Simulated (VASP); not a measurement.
# Al in VASP: single point with PBE

Aim: the single point of Al with PBE.

Program: VASP 6.6.1. These are calculated values, not measurements. Logs are shortened: lines on timing, memory, paths and dates and some standing lists are left out, and cuts for length are marked.

## (1) The cell of the first run

The cell holds a slab with vacuum, 24 atoms: a = 5.728 Å, b = 8.591 Å, c = 19.075 Å, α = 90.00°, β = 90.00°, γ = 90.00°.

## (2) Single point, PBE

INCAR

```
SYSTEM = Al
ALGO = Normal
EDIFF = 1E-6
ENCUT = 520
GGA = PE
ISIF = 2
ISMEAR = -1
LASPH = .TRUE.
LCHARG = .FALSE.
LREAL = Auto
LWAVE = .FALSE.
NBANDS = 54
NELM = 60
PREC = Accurate
SIGMA = 0.05
```

KPOINTS

```
k-points
0
G
  3 2 1
  0 0 0
```

POSCAR

```
Al
1.0
    5.7275650000      0.0000000000      0.0000000000
    0.0000000000      8.5913470000      0.0000000000
    0.0000000000      0.0000000000     19.0750000000
Al
24
Direct
    0.2500000000      0.1666666667      0.0524246000
    0.7500000000      0.1666666667      0.0524246000
    0.2500000000      0.5000000000      0.0524246000
    0.7500000000      0.5000000000      0.0524246000
    0.2500000000      0.8333333333      0.0524246000
    0.7500000000      0.8333333333      0.0524246000
    0.0000000000      0.0000000000      0.1561056711
    0.5000000000      0.0000000000      0.1561056711
    0.0000000000      0.3333333333      0.1561056711
    0.5000000000      0.3333333333      0.1561056711
    0.0000000000      0.6666666667      0.1561056711
    0.5000000000      0.6666666667      0.1561056711
    0.2500000000      0.1666666667      0.2643237864
    0.7500000000      0.1666666667      0.2643237864
    0.2500000000      0.5000000000      0.2643237864
    0.7500000000      0.5000000000      0.2643237864
    0.2500000000      0.8333333333      0.2643237864
    0.7500000000      0.8333333333      0.2643237864
    0.0000000000      0.0000000000      0.3679838546
    0.5000000000      0.0000000000      0.3679838546
    0.0000000000      0.3333333333      0.3679838546
    0.5000000000      0.3333333333      0.3679838546
    0.0000000000      0.6666666667      0.3679838546
    0.5000000000      0.6666666667      0.3679838546
```

Potentials or basis: VASP PAW PBE potentials, release 64 (Al).

Command:

```
> cat potpaw_PBE.64/Al/POTCAR > POTCAR
> mpirun -np 1 vasp_std > vasp.out
```

OUTCAR:

```text
SYSTEM = Al
   EDIFF = 1E-6
   ENCUT = 520
   GGA = PE
   ISIF = 2
   ISMEAR = -1
   LASPH = .TRUE.
   LREAL = Auto
   NELM = 60
   PREC = Accurate

 ion  position               nearest neighbor table
   1  0.250  0.167  0.052-   9 2.83  10 2.83   7 2.83   8 2.83   3 2.86   5 2.86   2 2.86   2 2.86

   2  0.750  0.167  0.052-   9 2.83  10 2.83   7 2.83   8 2.83   4 2.86   6 2.86   1 2.86   1 2.86

   3  0.250  0.500  0.052-   9 2.83  10 2.83  11 2.83  12 2.83   1 2.86   5 2.86   4 2.86   4 2.86

   4  0.750  0.500  0.052-   9 2.83  10 2.83  11 2.83  12 2.83   2 2.86   6 2.86   3 2.86   3 2.86

   5  0.250  0.833  0.052-  11 2.83  12 2.83   7 2.83   8 2.83   3 2.86   1 2.86   6 2.86   6 2.86

   6  0.750  0.833  0.052-  11 2.83  12 2.83   7 2.83   8 2.83   4 2.86   2 2.86   5 2.86   5 2.86
[... 31 lines left out ...]
  22  0.500  0.333  0.368-  13 2.83  14 2.83  15 2.83  16 2.83  20 2.86  24 2.86  21 2.86  21 2.86

  23  0.000  0.667  0.368-  17 2.83  18 2.83  15 2.83  16 2.83  19 2.86  21 2.86  24 2.86  24 2.86

  24  0.500  0.667  0.368-  17 2.83  18 2.83  15 2.83  16 2.83  20 2.86  22 2.86  23 2.86  23 2.86

  LATTYP: Found a simple orthorhombic cell.
 ALAT       =     5.7275650000
 B/A-ratio  =     1.4999999127
 C/A-ratio  =     3.3303856002

  Lattice vectors:

 A1 = (   5.7275650000,   0.0000000000,   0.0000000000)
 A2 = (   0.0000000000,   8.5913470000,   0.0000000000)
 A3 = (   0.0000000000,   0.0000000000,  19.0750000000)

Analysis of symmetry for initial positions (statically):
=====================================================================
 Subroutine PRICEL returns following result:

  LATTYP: Found a simple tetragonal cell.
 ALAT       =     2.8637825000
 C/A-ratio  =     6.6607712003

  Lattice vectors:

 A1 = (   2.8637825000,   0.0000000000,   0.0000000000)
 A2 = (   0.0000000000,   2.8637823330,   0.0000000000)
 A3 = (   0.0000000000,   0.0000000000,  19.0750000000)

   6 primitive cells build up your supercell.

 Routine SETGRP: Setting up the symmetry group for a
 simple orthorhombic supercell.

 Subroutine GETGRP returns: Found  4 space group operations
 (whereof  4 operations were pure point group operations)
 out of a pool of  8 trial point group operations.

The static configuration has the point symmetry C_2v.

Analysis of symmetry for dynamics (positions and initial velocities):
=====================================================================
 Subroutine PRICEL returns following result:

  LATTYP: Found a simple tetragonal cell.
 ALAT       =     2.8637825000
 C/A-ratio  =     6.6607712003

  Lattice vectors:

 A1 = (   2.8637825000,   0.0000000000,   0.0000000000)
 A2 = (   0.0000000000,   2.8637823330,   0.0000000000)
 A3 = (   0.0000000000,   0.0000000000,  19.0750000000)

   6 primitive cells build up your supercell.

 Routine SETGRP: Setting up the symmetry group for a
 simple orthorhombic supercell.

 Subroutine GETGRP returns: Found  4 space group operations
 (whereof  4 operations were pure point group operations)
 out of a pool of  8 trial point group operations.

The dynamic configuration has the point symmetry C_2v.

 Subroutine INISYM returns: Found  4 space group operations
 (whereof  4 operations are pure point group operations),
 and found     6 'primitive' translations

----------------------------------------------------------------------------------------

                                     Primitive cell

  volume of cell :     156.4388

  direct lattice vectors                    reciprocal lattice vectors
     2.863782500  0.000000000  0.000000000     0.349188530  0.000000000  0.000000000
     0.000000000  2.863782333  0.000000000     0.000000000  0.349188550  0.000000000
     0.000000000  0.000000000 19.075000000     0.000000000  0.000000000  0.052424640

  length of vectors
     2.863782500  2.863782333 19.075000000     0.349188530  0.349188550  0.052424640

  position of ions in fractional coordinates (direct lattice)
     0.500000000  0.500000000  0.052424600
     0.000000000  1.000000000  0.156105671
     0.500000000  0.500000000  0.264323786
     0.000000000  1.000000000  0.367983855

  ion indices of the primitive-cell ions
   primitive index   ion index
                 1           1
                 2           9
                 3          13
                 4          21

----------------------------------------------------------------------------------------

 KPOINTS: k-points

Automatic generation of k-mesh.
 Grid dimensions read from file:
 generate k-points for:    3    2    1

 Generating k-lattice:

  Cartesian coordinates                     Fractional coordinates (reciprocal lattice)
     0.058198088  0.000000000  0.000000000     0.333333333  0.000000000  0.000000000
     0.000000000  0.058198092  0.000000000     0.000000000  0.500000000  0.000000000
     0.000000000  0.000000000  0.052424640     0.000000000  0.000000000  1.000000000

  Length of vectors
     0.058198088  0.058198092  0.052424640

  Shift w.r.t. Gamma in fractional coordinates (k-lattice)
     0.000000000  0.000000000  0.000000000

 Subroutine IBZKPT returns following result:
 ===========================================

 Found      4 irreducible k-points:

 Following reciprocal coordinates:
            Coordinates               Weight
  0.000000  0.000000  0.000000      1.000000
  0.333333  0.000000  0.000000      2.000000
  0.000000  0.500000  0.000000      1.000000
  0.333333  0.500000  0.000000      2.000000
   k-points           NKPTS =      4   k-points in BZ     NKDIM =      4   number of bands    NBANDS=     54
   number of dos      NEDOS =    301   number of ions     NIONS =     24
   total plane-waves  NPLWV = 442368
   dimension x,y,z NGX =    48 NGY =   64 NGZ =  144
   dimension x,y,z NGXF=    96 NGYF=  128 NGZF=  288
   ions per type =              24
   NGX,Y,Z   is equivalent  to a cutoff of  13.93, 12.38, 12.55 a.u.
   NGXF,Y,Z  is equivalent  to a cutoff of  27.86, 24.77, 25.10 a.u.
 SYSTEM =  Al
   PREC   = accura    normal or accurate (medium, high low for compatibility)
   ISTART =      0    job   : 0-new  1-cont  2-samecut
   ICHARG =      2    charge: 1-file 2-atom 10-const
   ISPIN  =      1    spin polarized calculation?
   LNONCOLLINEAR =      F non collinear calculations
   LSORBIT =      F    spin-orbit coupling
   LASPH  =      T    aspherical Exc in radial PAW
   ENCUT  =  520.0 eV  38.22 Ry    6.18 a.u.  10.65 15.97 35.47*2*pi/ulx,y,z
   NELM   =     60;   NELMIN=  2; NELMDL= -5     # of ELM steps
   EDIFF  = 0.1E-05   stopping-criterion for ELM
   LREAL  =      T    real-space projection
   EDIFFG = 0.1E-04   stopping-criterion for IOM
   NSW    =      0    number of steps for IOM
   IBRION =     -1    ionic relax: 0-MD 1-quasi-New 2-CG
   NFREE  =      0    steps in history (QN), initial steepest desc. (CG)
   ISIF   =      2    stress and relaxation
   ISYM   =      2    0-nonsym 1-usesym 2-fastsym
   POTIM  = 0.5000    time-step for ionic-motion
   TEBEG  =    0.0;   TEEND  =   0.0 temperature during run
   PSTRESS=    0.0 pullay stress
   NELECT =      72.0000    total number of electrons
   NUPDOWN=      -1.0000    fix difference up-down
   EMIN   =  10.00;   EMAX   =-10.00  energy-range for DOS
   EFERMI =   0.00;   METHOD = LEGACY
   ISMEAR =    -1;   SIGMA  =   0.05  broadening in eV -4-tet -1-fermi 0-gaus
   EFERMI_NEDOS =   21; number of points for ismear=-14 and -15
   IALGO  =     38    algorithm
   IMIX   =      4    mixing-type and parameters
     AMIX     =   0.40;   BMIX     =  1.00
     AMIX_MAG =   1.60;   BMIX_MAG =  1.00
  volume/ion in A,a.u.               =      39.11       263.93
  Fermi-wavevector in a.u.,A,eV,Ry     =   0.695591  1.314476  6.583129  0.483846
  Thomas-Fermi vector in A             =   1.778405
   LORBIT       =      0    0 simple, 1 ext, 2 COOP (PROOUT), +10 PAW based schemes
   GGA     = PE    functional components
   LHFCALC =     F    Hartree Fock is set to
   AEXX    =    0.0000 exact exchange contribution
   IVDW    =     0    specifies the selected vdW correction
   LEPSILON=     F    determine dielectric tensor
   LRPA    =     F    only Hartree local field effects (RPA)
 non-spin polarized calculation
  energy-cutoff  :      520.00
  volume of cell :      938.63
 maximum number of plane-waves:     25297
 NGX is ok and might be reduce to    42
   NGX = 21   NGY = 31   NGZ = 71

 number of electron      72.0000000 magnetization

 Free energy of the ion-electron system (eV)
  ---------------------------------------------------
  ext. energy  EPLUGINS =         0.00000000
  ---------------------------------------------------
  free energy    TOTEN  =       -84.55360937 eV

  energy without entropy =      -84.46049759  energy(sigma->0) =      -84.50705348

 E-fermi :   1.0171     XC(G=0):  -5.3283

 val. band max:        0.9139676282   @ k =   0.0000   0.0000   0.0000
 cond. band min:       1.0310174096   @ k =   0.0000   0.0000   0.0000
 fundamental gap:      0.1170497815
 Fermi energy:         1.0170683722

 k-point     1 :       0.0000    0.0000    0.0000
  band No.  band energies     occupation
      1      -9.6469      2.00000
      2      -8.3318      2.00000
      3      -7.6606      2.00000
      4      -7.6606      2.00000
      5      -6.3618      2.00000
      6      -6.3618      2.00000
[... 40 lines left out ...]
     47       2.8807      0.00000
     48       2.8807      0.00000

 k-point     2 :       0.3333    0.0000    0.0000
  band No.  band energies     occupation
      1      -9.1477      2.00000
      2      -7.8367      2.00000
      3      -7.6606      2.00000
      4      -7.1685      2.00000
      5      -7.1685      2.00000
      6      -6.3618      2.00000
[... 40 lines left out ...]
     47       2.7504      0.00000
     48       2.7504      0.00000

 k-point     3 :       0.0000    0.5000    0.0000
  band No.  band energies     occupation
      1      -9.1477      2.00000
      2      -9.1477      2.00000
      3      -7.8367      2.00000
      4      -7.8367      2.00000
      5      -5.5921      2.00000
      6      -5.5920      2.00000
[... 40 lines left out ...]
     47       3.0543      0.00000
     48       3.0543      0.00000

 k-point     4 :       0.3333    0.5000    0.0000
  band No.  band energies     occupation
      1      -8.6502      2.00000
      2      -8.6502      2.00000
      3      -7.3432      2.00000
      4      -7.3432      2.00000
      5      -7.1685      2.00000
      6      -7.1685      2.00000
[... 40 lines left out ...]
     47       3.1947      0.00000
     48       3.1947      0.00000
 [bands above 48 left out]

------------------------ aborting loop because EDIFF is reached ----------------------------------------

  FORCE on cell =-STRESS in cart. coord.  units (eV):
  Direction    XX          YY          ZZ          XY          YZ          ZX
  --------------------------------------------------------------------------------------
  -------------------------------------------------------------------------------------
  Total       -6.9492614     -6.9535191     -0.0515808      0.0000000      0.0000000      0.0000000
  in kB      -11.8618765    -11.8691440     -0.0880447      0.0000000      0.0000000      0.0000000
  external PRESSURE =      -7.9396884 kB  Pullay stress =       0.0000000 kB

 VOLUME and BASIS-vectors are now :
 -----------------------------------------------------------------------------
  energy-cutoff  :      520.00
  volume of cell :      938.63
      direct lattice vectors                 reciprocal lattice vectors
     5.727565000  0.000000000  0.000000000     0.174594265  0.000000000  0.000000000
     0.000000000  8.591347000  0.000000000     0.000000000  0.116396183  0.000000000
     0.000000000  0.000000000 19.075000000     0.000000000  0.000000000  0.052424640

 POSITION                                       TOTAL-FORCE (eV/Angst)
 -----------------------------------------------------------------------------------
      1.43189      1.43189      1.00000         0.000000      0.000000     -0.002312
      4.29567      1.43189      1.00000         0.000000      0.000000     -0.002312
      1.43189      4.29567      1.00000         0.000000      0.000000     -0.002312
      4.29567      4.29567      1.00000         0.000000      0.000000     -0.002312
      1.43189      7.15946      1.00000         0.000000     -0.000000     -0.002312
      4.29567      7.15946      1.00000         0.000000     -0.000000     -0.002312
[... 16 lines left out ...]
      0.00000      5.72756      7.01929         0.000000      0.000000      0.003658
      2.86378      5.72756      7.01929         0.000000      0.000000      0.003658
 -----------------------------------------------------------------------------------
    total drift:                               -0.000000     -0.000000     -0.005500

  FREE ENERGIE OF THE ION-ELECTRON SYSTEM (eV)
  ---------------------------------------------------
  free  energy   TOTEN  =       -84.5536093736 eV

  energy  without entropy=      -84.4604975866  energy(sigma->0) =      -84.50705348
```

Wall time 5.7 min (1 thread of Intel Xeon Platinum 8488C (Sapphire Rapids), shared host); peak memory 0.81 GiB.

Results:

```yaml
Free_energy: -84.5536 eV
Largest_force: 0.012 eV/Å
Band_gap_on_the_k_mesh: zero (band 36 reaches 1.37 eV, above the bottom of band 37 at 0.90 eV)
```

Forces on the atoms (eV/Å):
```
Al   0.000  0.000 -0.002
Al   0.000  0.000 -0.002
Al   0.000  0.000 -0.002
Al   0.000  0.000 -0.002
Al   0.000  0.000 -0.002
Al   0.000  0.000 -0.002
Al   0.000  0.000  0.010
Al   0.000  0.000  0.010
Al   0.000  0.000  0.010
Al   0.000  0.000  0.010
Al   0.000  0.000  0.010
Al   0.000  0.000  0.010
Al   0.000  0.000 -0.012
Al   0.000  0.000 -0.012
Al   0.000  0.000 -0.012
Al   0.000  0.000 -0.012
Al   0.000  0.000 -0.012
Al   0.000  0.000 -0.012
Al   0.000  0.000  0.004
Al   0.000  0.000  0.004
Al   0.000  0.000  0.004
Al   0.000  0.000  0.004
Al   0.000  0.000  0.004
Al   0.000  0.000  0.004
```

Levels at points of the mesh, in eV from the Fermi level:
| k point | band 32 | band 33 | band 34 | band 35 | band 36 | band 37 | band 38 | band 39 |
| --- | --- | --- | --- | --- | --- | --- | --- | --- |
| (0.00, 0.00, 0.00) | -0.90 | -0.90 | -0.90 | -0.90 | -0.10 | -0.10 | 0.01 | 0.01 |
| (0.00, 0.50, 0.00) | -1.33 | -1.19 | -1.19 | 0.01 | 0.01 | 0.18 | 0.18 | 0.48 |

Caveat: the k points lie up to 0.37 Å⁻¹ apart.
